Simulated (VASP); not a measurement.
# Li (Fd-3m) in VASP: a series of runs, part 2 of 2

VASP 6.6.1. The steps go on from the part before.

## 4. Single point, BLYP (volume scaled by 1.08)

Input file INCAR:

```
SYSTEM = Li
PREC = Accurate
ENCUT = 520
EDIFF = 1E-6
ISMEAR = -1
SIGMA = 0.1
LREAL = .False.
LASPH = .True.
NELM = 60
ALGO = Normal
ISIF = 2
LWAVE = .False.
LCHARG = .True.
GGA = B5
ALDAX = 1.0
AGGAX = 1.0
AGGAC = 1.0
ALDAC = 0.0
LELF = .True.
LVHAR = .True.
NBANDS = 10
```

Input file KPOINTS:

```
Automatic mesh
0
Gamma
  10 10 10
  0 0 0
```

Input file POSCAR:

```
Li
1.0
    0.0000000000      3.1153108949      3.1153108949
    3.1153108949      0.0000000000      3.1153108949
    3.1153108949      3.1153108949      0.0000000000
Li
2
Direct
    0.1250000000      0.1250000000      0.1250000000
    0.8750000000      0.8750000000      0.8750000000
```

Potentials or basis: VASP PAW PBE potentials, release 64 (Li_sv).

Launch:

```bash
$ cat potpaw_PBE.64/Li_sv/POTCAR > POTCAR
$ mpirun -np 1 vasp_std > vasp.out
```

OUTCAR:

```text
SYSTEM = Li
   PREC = Accurate
   ENCUT = 520
   EDIFF = 1E-6
   ISMEAR = -1
   LREAL = .False.
   LASPH = .True.
   NELM = 60
   ISIF = 2
   GGA = B5

 ion  position               nearest neighbor table
   1  0.125  0.125  0.125-
   2  0.875  0.875  0.875-

  LATTYP: Found a face centered cubic cell.
 ALAT       =     6.2306217898

  Lattice vectors:

 A1 = (   0.0000000000,   3.1153108949,   3.1153108949)
 A2 = (   3.1153108949,   0.0000000000,   3.1153108949)
 A3 = (   3.1153108949,   3.1153108949,   0.0000000000)

Analysis of symmetry for initial positions (statically):
=====================================================================
 Subroutine PRICEL returns:
 Original cell was already a primitive cell.

 Routine SETGRP: Setting up the symmetry group for a
 face centered cubic supercell.

 Subroutine GETGRP returns: Found 48 space group operations
 (whereof 12 operations were pure point group operations)
 out of a pool of 48 trial point group operations.

The static configuration has the point symmetry D_3d.
 The point group associated with its full space group is O_h .

Analysis of symmetry for dynamics (positions and initial velocities):
=====================================================================
 Subroutine PRICEL returns:
 Original cell was already a primitive cell.

 Routine SETGRP: Setting up the symmetry group for a
 face centered cubic supercell.

 Subroutine GETGRP returns: Found 48 space group operations
 (whereof 12 operations were pure point group operations)
 out of a pool of 48 trial point group operations.

The dynamic configuration has the point symmetry D_3d.
 The point group associated with its full space group is O_h .

 Subroutine INISYM returns: Found 48 space group operations
 (whereof 12 operations are pure point group operations),
 and found     1 'primitive' translations

----------------------------------------------------------------------------------------

[... 113 lines left out ...]
  volume/ion in A,a.u.               =      30.23       204.03
  Fermi-wavevector in a.u.,A,eV,Ry     =   0.757903  1.432230  7.815425  0.574418
  Thomas-Fermi vector in A             =   1.856354
   LORBIT       =      0    0 simple, 1 ext, 2 COOP (PROOUT), +10 PAW based schemes
   GGA     = B5    functional components
   LHFCALC =     F    Hartree Fock is set to
   AEXX    =    0.0000 exact exchange contribution
   IVDW    =     0    specifies the selected vdW correction
   LEPSILON=     F    determine dielectric tensor
   LRPA    =     F    only Hartree local field effects (RPA)
 non-spin polarized calculation
  energy-cutoff  :      520.00
  volume of cell :       60.47
 maximum number of plane-waves:      1660
 NGX is ok and might be reduce to    36
   NGX = 17   NGY = 17   NGZ = 17

 number of electron       6.0000014 magnetization

 Free energy of the ion-electron system (eV)
  ---------------------------------------------------
  ext. energy  EPLUGINS =         0.00000000
  ---------------------------------------------------
  free energy    TOTEN  =        -2.16612750 eV

  energy without entropy =       -2.13223690  energy(sigma->0) =       -2.14918220

 E-fermi :   0.1173     XC(G=0):  -5.6418

 val. band max:        0.1102728414   @ k =  -0.4000   0.2000   0.0000
 cond. band min:       0.1427954519   @ k =  -0.3000   0.4000   0.1000
 fundamental gap:      0.0325226105
 Fermi energy:         0.1173484154

 k-point     1 :       0.0000    0.0000    0.0000
  band No.  band energies     occupation
      1     -48.1849      2.00000
      2     -48.1414      2.00000
      3      -2.8661      2.00000
      4       4.9422      0.00000
      5       4.9422      0.00000
      6       4.9423      0.00000
      7       6.1368      0.00000
      8       6.1368      0.00000
      9       6.1369      0.00000
     10      10.6284      0.00000
[... 287 lines left out ...]
 k-point    24 :       0.4000    0.3000    0.0000
  band No.  band energies     occupation
      1     -48.1727      2.00000
      2     -48.1534      2.00000
      3      -1.2928      2.00000
      4       2.0023      0.00000
      5       2.2867      0.00000
      6       2.4887      0.00000
      7       5.5371      0.00000
      8       6.0428      0.00000
      9       9.9347      0.00000
     10      10.2743      0.00000

 [... further k-points ...]
[... 5 lines left out ...]
  --------------------------------------------------------------------------------------
  -------------------------------------------------------------------------------------
  Total       -0.1185787     -0.1185787     -0.1185787      0.0000000      0.0000000     -0.0000000
  in kB       -3.1418341     -3.1418341     -3.1418341      0.0000000      0.0000000     -0.0000000
  external PRESSURE =      -3.1418341 kB  Pullay stress =       0.0000000 kB

 VOLUME and BASIS-vectors are now :
 -----------------------------------------------------------------------------
  energy-cutoff  :      520.00
  volume of cell :       60.47
      direct lattice vectors                 reciprocal lattice vectors
     0.000000000  3.115310895  3.115310895    -0.160497625  0.160497625  0.160497625
     3.115310895  0.000000000  3.115310895     0.160497625 -0.160497625  0.160497625
     3.115310895  3.115310895  0.000000000     0.160497625  0.160497625 -0.160497625

 POSITION                                       TOTAL-FORCE (eV/Angst)
 -----------------------------------------------------------------------------------
      0.77883      0.77883      0.77883         0.000000      0.000000      0.000000
      5.45179      5.45179      5.45179        -0.000000     -0.000000     -0.000000
 -----------------------------------------------------------------------------------
    total drift:                                0.000000      0.000000      0.000000

  FREE ENERGIE OF THE ION-ELECTRON SYSTEM (eV)
  ---------------------------------------------------
  free  energy   TOTEN  =        -2.1661275026 eV

  energy  without entropy=       -2.1322369003  energy(sigma->0) =       -2.14918220
```

stdout:

```text
POSCAR found type information on POSCAR Li
 POSCAR found :  1 types and       2 ions
 scaLAPACK will be used
 -----------------------------------------------------------------------------
|                                                                             |
|                                                                             |
|     You enforced a specific xc type in the INCAR file but a different       |
|     I HOPE YOU KNOW WHAT YOU ARE DOING!                                     |
|                                                                             |
 -----------------------------------------------------------------------------

 LDA part: xc-table for (Slater(with rela. corr.)+VWN5), standard interpolation
 POSCAR, INCAR and KPOINTS ok, starting setup
 FFT: planning ... GRIDC
 FFT: planning ... GRID_SOFT
 FFT: planning ... GRID
 WAVECAR not read
 entering main loop
```

Run time: 13 s. Hardware: 1 thread of Intel Xeon 6975P-C (Granite Rapids), shared host; peak memory 0.19 GiB.

Results:

* Free energy: -2.1661 eV
* Band gap on the k mesh: zero (band 3 reaches 0.66 eV, above the bottom of band 4 at -0.35 eV)

Caveat: the cutoff is under 1.25 times the usual one of these potentials, so pressure, stress and relaxed cells hold a basis-set (Pulay) error; the PAW data sets were made with another functional, which shifts forces and pressure a little.

## 5. Single point, BLYP (volume scaled by 1.12)

Input file INCAR:

```
PREC = Accurate
ENCUT = 520
EDIFF = 1E-7
ISMEAR = -1
SIGMA = 0.1
LREAL = False
LASPH = True
NELM = 60
ALGO = Normal
ISIF = 2
LWAVE = False
LCHARG = True
GGA = B5
ALDAX = 1.0
AGGAX = 1.0
AGGAC = 1.0
ALDAC = 0.0
LELF = True
LVHAR = True
NBANDS = 10
```

Input file KPOINTS:

```
regular mesh
0
Gamma
  10 10 10
```

Input file POSCAR:

```
Li
1.0
    0.0000000000      3.1533062358      3.1533062358
    3.1533062358      0.0000000000      3.1533062358
    3.1533062358      3.1533062358      0.0000000000
Li
2
Direct
    0.1250000000      0.1250000000      0.1250000000
    0.8750000000      0.8750000000      0.8750000000
```

Launch:

```bash
$ cat potpaw_PBE.64/Li_sv/POTCAR > POTCAR
$ mpirun -np 1 vasp_std > vasp.out
```

Run time: 16 s. Hardware: 1 thread of Intel Xeon 6975P-C (Granite Rapids), shared host; peak memory 0.18 GiB.

The run converged. Its results:

```
Free energy            : -2.1626 eV
Band gap on the k mesh : zero (band 3 reaches 0.56 eV, above the bottom of band 4 at -0.46 eV)
```

Levels at points of the mesh, in eV from the Fermi level:
```
           k point  band 1  band 2  band 3  band 4  band 5  band 6  band 7  band 8
(0.00, 0.00, 0.00)  -48.30  -48.27   -2.92    4.71    4.71    4.71    5.90    5.90
(0.50, 0.00, 0.00)  -48.30  -48.28   -0.84   -0.49    3.56    3.56    6.35    6.35
(0.50, 0.50, 0.00)  -48.29  -48.29    0.10    0.10    1.97    1.97    5.05    5.05
```

Caveat: the cutoff is under 1.25 times the usual one of these potentials, so pressure, stress and relaxed cells hold a basis-set (Pulay) error; the PAW data sets were made with another functional, which shifts forces and pressure a little.

## 6. Overview

```tsv
cell	gap on the mesh (eV)
a = 4.294 Å, angles 60.0°, 2 atoms	none
a = 4.351 Å, angles 60.0°, 2 atoms	none
a = 4.406 Å, angles 60.0°, 2 atoms	none
a = 4.459 Å, angles 60.0°, 2 atoms	none
```

Alike in all rows: task single point; level BLYP; potentials or basis VASP PAW PBE potentials, release 64 (Li_sv); no spin polarisation; k mesh 10 × 10 × 10; cutoff (eV) 520; smearing fermi-dirac 0.1 eV.

Caveats: the cutoff is under 1.25 times the usual one of these potentials, so pressure, stress and relaxed cells hold a basis-set (Pulay) error; the PAW data sets were made with another functional, which shifts forces and pressure a little.

Absolute energies hang on the potentials; compare differences alone.
